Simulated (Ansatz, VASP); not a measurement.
**One calculation of SiO2, two programs**

```
Si O
1.0
     2.68655    0.00000    0.00000
    -1.34327    2.32662    0.00000
     0.00000    0.00000    4.60303
Si O
1 2
Cartesian
  0.0000 0.0000 2.3015
  0.0000 1.5511 3.2172
  1.3433 0.7755 1.3858
```

Alike in both runs: functional PBE; dispersion D3(BJ); k mesh 12 × 12 × 6; occupations gaussian, width 0.02 eV; no spin polarisation.

Ansatz relaxed the structure, and its values are those at the end. VASP's run is a single point on that final structure, the one shown.

|  | VASP | Ansatz |
| --- | --- | --- |
| version | VASP 6.6.1 | Ansatz 0.2.0 |
| potentials or method | VASP PAW PBE potentials, release 64 (Si, O), cutoff 520 eV | scalar-relativistic, plane waves, PAW |
| valence electrons in the cell | 16 | 16 |

Ansatz gave:

```
gap on the k mesh at the Fermi level (eV) : 6.15
least direct gap on the mesh (eV)         : 6.41
pressure (GPa)                            : 0.0
rms of the force components (eV/Å)        : 0.001
```

Q: Which values does VASP return?

A: gap on the k mesh at the Fermi level (eV): 6.13; least direct gap on the mesh (eV): 6.39; pressure (GPa): 0.5; rms of the force components (eV/Å): 0.005.
